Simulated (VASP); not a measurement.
BP, 2 atoms in the cell. Symmetry: F-43m, No. 216, cubic system. The conventional cell has a = 4.538 Å, b = 4.538 Å, c = 4.538 Å, α = 90.00°, β = 90.00°, γ = 90.00°. Within 2.6 Å of P (site symmetry -43m) lie 4 B at 1.97 Å. Within 2.6 Å of B (site symmetry -43m) lie 4 P at 1.97 Å. 

```yaml
Program: VASP 6.6.1
Task: single point
Functional: PBE
Potentials_or_basis: VASP PAW PBE potentials, release 64 (P, B)
Cutoff: 520 eV
k_mesh: 9 × 9 × 9
Occupations: gaussian, width 0.05 eV
Spin: no spin polarisation
Dipole_correction: no
Further_INCAR_settings: ALGO = Normal; EDIFF = 1e-07; NBANDS = 11
```

Potentials or basis: VASP PAW PBE potentials, release 64 (P, B).

Command:

```sh
$ cat potpaw_PBE.64/P/POTCAR potpaw_PBE.64/B/POTCAR > POTCAR
$ mpirun -np 1 vasp_std > vasp.out
```

Hardware: 1 thread of AMD EPYC 7R43 64-Core Processor (Zen 3), with other jobs on the host.

Problem. Estimate the wall time of this run.

Solution. It took 9.4 s on 1 thread of AMD EPYC 7R43 64-Core Processor (Zen 3) (shared host), peak memory 0.09 GiB. Counts: scf iterations 14, k points 35.
